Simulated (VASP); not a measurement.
# Pt (P2_1/m) in VASP: single point with LDA

Aim: the single point of Pt with LDA.

All numbers are computed with VASP 6.6.1; they aren't measurements. Logs are shortened: lines on timing, memory, paths and dates and some standing lists are left out, and cuts for length are marked.

### Step 1. The cell of the first run

The structure is monoclinic, space group P2_1/m (No. 11). The conventional cell has a = 2.708 Å, b = 4.677 Å, c = 2.708 Å, α = 90.00°, β = 120.00°, γ = 90.00°. Within 3.6 Å of Pt (site symmetry m) lie 12 Pt at 2.71 to 2.91 Å.

### Step 2. Single point, LDA (atoms displaced along a vibrational mode)

Contents of INCAR:

```
PREC = Accurate ; ENCUT = 570
EDIFF = 1E-6 ; ISMEAR = 0
SIGMA = 0.15 ; LREAL = False
LASPH = True ; NELM = 120
ALGO = Normal ; ISIF = 2
LWAVE = False ; LCHARG = True
GGA = CA ; LELF = True
LVHAR = True ; NBANDS = 25
GGA_COMPAT = False
```

Contents of KPOINTS:

```
Automatic mesh
0
Gamma
  18 18 10
```

Contents of POSCAR:

```
Pt
1.0
    2.7081940711      0.0000000000      0.0000000000
   -1.3540970355      2.3453648639      0.0000000000
    0.0000000000      0.0000000000      4.6773974959
Pt
2
Direct
    0.6314771649      0.3333333333      0.7500000000
    0.3685228351      0.6666666667      0.2500000000
```

Potentials or basis: VASP PAW LDA potentials, release 64 (Pt_sv_GW).

Command:

```bash
$ cat potpaw_LDA.64/Pt_sv_GW/POTCAR > POTCAR
$ mpirun -np 1 vasp_std > vasp.out
```

OUTCAR:

```text
PREC = Accurate
   ENCUT = 570
   EDIFF = 1E-6
   ISMEAR = 0
   LREAL = False
   LASPH = True
   NELM = 120
   ISIF = 2
   GGA = CA

 ion  position               nearest neighbor table
   1  0.631  0.333  0.750-   2 2.73   2 2.73   2 2.82   2 2.82   2 2.91   2 2.91
   2  0.369  0.667  0.250-   1 2.73   1 2.73   1 2.82   1 2.82   1 2.91   1 2.91

  LATTYP: Found a hexagonal cell.
 ALAT       =     2.7081940711
 C/A-ratio  =     1.7271278842

  Lattice vectors:

 A1 = (   2.7081940711,   0.0000000000,   0.0000000000)
 A2 = (  -1.3540970355,   2.3453648639,   0.0000000000)
 A3 = (   0.0000000000,   0.0000000000,   4.6773974959)

Analysis of symmetry for initial positions (statically):
=====================================================================
 Subroutine PRICEL returns:
 Original cell was already a primitive cell.

 Routine SETGRP: Setting up the symmetry group for a
 hexagonal supercell.

 Subroutine GETGRP returns: Found  4 space group operations
 (whereof  2 operations were pure point group operations)
 out of a pool of 24 trial point group operations.

The static configuration has the point symmetry S_2 .
 The point group associated with its full space group is C_2h.

Analysis of symmetry for dynamics (positions and initial velocities):
=====================================================================
 Subroutine PRICEL returns:
 Original cell was already a primitive cell.

 Routine SETGRP: Setting up the symmetry group for a
 hexagonal supercell.

 Subroutine GETGRP returns: Found  4 space group operations
 (whereof  2 operations were pure point group operations)
 out of a pool of 24 trial point group operations.

The dynamic configuration has the point symmetry S_2 .
 The point group associated with its full space group is C_2h.

 Subroutine INISYM returns: Found  4 space group operations
 (whereof  2 operations are pure point group operations),
 and found     1 'primitive' translations

----------------------------------------------------------------------------------------

                                     Primitive cell

  volume of cell :      29.7094

  direct lattice vectors                    reciprocal lattice vectors
     2.708194071  0.000000000  0.000000000     0.369249756  0.213186446  0.000000000
    -1.354097035  2.345364864  0.000000000     0.000000000  0.426372892  0.000000000
     0.000000000  0.000000000  4.677397496     0.000000000  0.000000000  0.213794103

  length of vectors
     2.708194071  2.708194071  4.677397496     0.426372892  0.426372892  0.213794103

  position of ions in fractional coordinates (direct lattice)
     0.631477165  0.333333333  0.750000000
     0.368522835  0.666666667  0.250000000

  ion indices of the primitive-cell ions
   primitive index   ion index
                 1           1
                 2           2

----------------------------------------------------------------------------------------

 KPOINTS: Automatic mesh

Automatic generation of k-mesh.
 Grid dimensions read from file:
 generate k-points for:   18   18   10

 Generating k-lattice:

  Cartesian coordinates                     Fractional coordinates (reciprocal lattice)
     0.020513875  0.011843691  0.000000000     0.055555556 -0.000000000  0.000000000
     0.000000000  0.023687383  0.000000000     0.000000000  0.055555556  0.000000000
     0.000000000  0.000000000  0.021379410     0.000000000  0.000000000  0.100000000

  Length of vectors
     0.023687383  0.023687383  0.021379410

  Shift w.r.t. Gamma in fractional coordinates (k-lattice)
     0.000000000  0.000000000  0.000000000

 Subroutine IBZKPT returns following result:
 ===========================================

 Found    984 irreducible k-points:

 Following reciprocal coordinates:
            Coordinates               Weight
  0.000000  0.000000  0.000000      1.000000
  0.055556  0.000000  0.000000      2.000000
  0.000000  0.055556  0.000000      2.000000
 -0.055556  0.055556  0.000000      2.000000
  0.111111  0.000000  0.000000      2.000000
  0.000000  0.111111  0.000000      2.000000
[... 16 lines left out ...]
  0.444444  0.000000  0.000000      2.000000
  0.000000  0.444444  0.000000      2.000000
 [... further k-points ...]
   k-points           NKPTS =    984   k-points in BZ     NKDIM =    984   number of bands    NBANDS=     25
   number of dos      NEDOS =    301   number of ions     NIONS =      2
   total plane-waves  NPLWV =  20736
   dimension x,y,z NGX =    24 NGY =   24 NGZ =   36
   dimension x,y,z NGXF=    48 NGYF=   48 NGZF=   72
   ions per type =               2
   NGX,Y,Z   is equivalent  to a cutoff of  14.73, 14.73, 12.80 a.u.
   NGXF,Y,Z  is equivalent  to a cutoff of  29.47, 29.47, 25.59 a.u.
 SYSTEM =  unknown system
   PREC   = accura    normal or accurate (medium, high low for compatibility)
   ISTART =      0    job   : 0-new  1-cont  2-samecut
   ICHARG =      2    charge: 1-file 2-atom 10-const
   ISPIN  =      1    spin polarized calculation?
   LNONCOLLINEAR =      F non collinear calculations
   LSORBIT =      F    spin-orbit coupling
   LASPH  =      T    aspherical Exc in radial PAW
   ENCUT  =  570.0 eV  41.89 Ry    6.47 a.u.   5.27  5.27  9.11*2*pi/ulx,y,z
   NELM   =    120;   NELMIN=  2; NELMDL= -5     # of ELM steps
   EDIFF  = 0.1E-05   stopping-criterion for ELM
   LREAL  =      F    real-space projection
   EDIFFG = 0.1E-04   stopping-criterion for IOM
   NSW    =      0    number of steps for IOM
   IBRION =     -1    ionic relax: 0-MD 1-quasi-New 2-CG
   NFREE  =      0    steps in history (QN), initial steepest desc. (CG)
   ISIF   =      2    stress and relaxation
   ISYM   =      2    0-nonsym 1-usesym 2-fastsym
   POTIM  = 0.5000    time-step for ionic-motion
   TEBEG  =    0.0;   TEEND  =   0.0 temperature during run
   PSTRESS=    0.0 pullay stress
   NELECT =      36.0000    total number of electrons
   NUPDOWN=      -1.0000    fix difference up-down
   EMIN   =  10.00;   EMAX   =-10.00  energy-range for DOS
   EFERMI =   0.00;   METHOD = LEGACY
   ISMEAR =     0;   SIGMA  =   0.15  broadening in eV -4-tet -1-fermi 0-gaus
   EFERMI_NEDOS =   21; number of points for ismear=-14 and -15
   IALGO  =     38    algorithm
   IMIX   =      4    mixing-type and parameters
     AMIX     =   0.40;   BMIX     =  1.00
     AMIX_MAG =   1.60;   BMIX_MAG =  1.00
  volume/ion in A,a.u.               =      14.85       100.24
  Fermi-wavevector in a.u.,A,eV,Ry     =   1.745330  3.298195 41.445742  3.046176
  Thomas-Fermi vector in A             =   2.817038
   LORBIT       =      0    0 simple, 1 ext, 2 COOP (PROOUT), +10 PAW based schemes
   GGA     = CA    functional components
   LHFCALC =     F    Hartree Fock is set to
   AEXX    =    0.0000 exact exchange contribution
   IVDW    =     0    specifies the selected vdW correction
   LEPSILON=     F    determine dielectric tensor
   LRPA    =     F    only Hartree local field effects (RPA)
 non-spin polarized calculation
 Gauss-broadening in eV      SIGMA  =   0.15
  energy-cutoff  :      570.00
  volume of cell :       29.71
 maximum number of plane-waves:       932
 NGX is ok and might be reduce to    24
   NGX = 11   NGY = 11   NGZ = 19

 number of electron      36.0000001 magnetization

 Free energy of the ion-electron system (eV)
  ---------------------------------------------------
  ext. energy  EPLUGINS =         0.00000000
  ---------------------------------------------------
  free energy    TOTEN  =       -14.54011300 eV

  energy without entropy =      -14.50570208  energy(sigma->0) =      -14.52290754

 E-fermi :  10.7286     XC(G=0): -14.4652

 val. band max:       10.7282323830   @ k =   0.4444   0.4444   0.2000
 cond. band min:      10.7291601374   @ k =   0.2778   0.0556   0.1000
 fundamental gap:      0.0009277544
 Fermi energy:        10.7285803011

 k-point     1 :       0.0000    0.0000    0.0000
  band No.  band energies     occupation
      1     -87.5805      2.00000
      2     -87.5517      2.00000
      3     -42.1290      2.00000
      4     -41.8602      2.00000
      5     -41.7862      2.00000
      6     -41.7854      2.00000
[... 17 lines left out ...]
     24      27.8209      0.00000
     25      31.6971      0.00000

 k-point     2 :       0.0556    0.0000    0.0000
  band No.  band energies     occupation
      1     -87.5798      2.00000
      2     -87.5513      2.00000
      3     -42.1251      2.00000
      4     -41.8647      2.00000
      5     -41.8008      2.00000
      6     -41.7895      2.00000
[... 17 lines left out ...]
     24      27.9476      0.00000
     25      31.2218      0.00000

 k-point     3 :       0.0000    0.0556    0.0000
  band No.  band energies     occupation
      1     -87.5798      2.00000
      2     -87.5514      2.00000
      3     -42.1244      2.00000
      4     -41.8705      2.00000
      5     -41.8021      2.00000
      6     -41.7906      2.00000
[... 17 lines left out ...]
     24      28.0023      0.00000
     25      31.0158      0.00000

 k-point     4 :      -0.0556    0.0556    0.0000
  band No.  band energies     occupation
      1     -87.5799      2.00000
      2     -87.5513      2.00000
      3     -42.1240      2.00000
      4     -41.8735      2.00000
      5     -41.8017      2.00000
      6     -41.7902      2.00000
[... 17 lines left out ...]
     24      28.0308      0.00000
     25      31.1320      0.00000
[... 477 lines left out ...]
 k-point    22 :      -0.3889    0.3889    0.0000
  band No.  band energies     occupation
      1     -87.5436      2.00000
      2     -87.5336      2.00000
      3     -42.2577      2.00000
      4     -42.2083      2.00000
      5     -41.9312      2.00000
      6     -41.9174      2.00000
[... 17 lines left out ...]
     24      24.1310      0.00000
     25      24.5229      0.00000

 k-point    23 :       0.4444    0.0000    0.0000
  band No.  band energies     occupation
      1     -87.5450      2.00000
      2     -87.5270      2.00000
      3     -42.2610      2.00000
      4     -42.1974      2.00000
      5     -41.9821      2.00000
      6     -41.9799      2.00000
[... 17 lines left out ...]
     24      23.2725      0.00000
     25      25.0984      0.00000

 k-point    24 :       0.0000    0.4444    0.0000
  band No.  band energies     occupation
      1     -87.5418      2.00000
      2     -87.5301      2.00000
      3     -42.2856      2.00000
      4     -42.2335      2.00000
      5     -41.9417      2.00000
      6     -41.9389      2.00000
[... 17 lines left out ...]
     24      23.4799      0.00000
     25      24.6192      0.00000

 [... further k-points ...]

------------------------ aborting loop because EDIFF is reached ----------------------------------------

  FORCE on cell =-STRESS in cart. coord.  units (eV):
  Direction    XX          YY          ZZ          XY          YZ          ZX
  --------------------------------------------------------------------------------------
  -------------------------------------------------------------------------------------
  Total        0.0885199     -0.1298024      0.0817037     -0.1251623      0.0000000      0.0000000
  in kB        4.7737201     -7.0000113      4.4061378     -6.7497779      0.0000000      0.0000000
  external PRESSURE =       0.7266156 kB  Pullay stress =       0.0000000 kB

 VOLUME and BASIS-vectors are now :
 -----------------------------------------------------------------------------
  energy-cutoff  :      570.00
  volume of cell :       29.71
      direct lattice vectors                 reciprocal lattice vectors
     2.708194071  0.000000000  0.000000000     0.369249756  0.213186446  0.000000000
    -1.354097035  2.345364864  0.000000000     0.000000000  0.426372892  0.000000000
     0.000000000  0.000000000  4.677397496     0.000000000  0.000000000  0.213794103

 POSITION                                       TOTAL-FORCE (eV/Angst)
 -----------------------------------------------------------------------------------
      1.25880      0.78179      3.50805         0.010193     -0.119754     -0.000000
      0.09530      1.56358      1.16935        -0.010193      0.119754      0.000000
 -----------------------------------------------------------------------------------
    total drift:                                0.000000      0.000000      0.000000

  FREE ENERGIE OF THE ION-ELECTRON SYSTEM (eV)
  ---------------------------------------------------
  free  energy   TOTEN  =       -14.5401129977 eV

  energy  without entropy=      -14.5057020849  energy(sigma->0) =      -14.52290754
```

Run time: 7.3 min. Hardware: 1 thread of Intel Xeon Platinum 8375C at 2.90GHz (Ice Lake), shared host; peak memory 0.72 GiB.

Results:

```yaml
Free_energy: -14.5401 eV
Pressure: 0.1 GPa
Largest_force: 0.120 eV/Å
Band_gap_on_the_k_mesh: zero (bands 18 and 19 overlap by 1.44 eV)
```

Forces in eV/Å, atoms in the order of the input:
```
Pt   0.010 -0.120  0.000
Pt  -0.010  0.120  0.000
```

Stress tensor (GPa, compression positive):
```
 0.48 -0.67  0.00
-0.67 -0.70  0.00
 0.00  0.00  0.44
```

Caveat: the cell differs from its parent crystal (atoms displaced along a vibrational mode); spin-orbit coupling is left out, which moves the levels of the heavy elements.
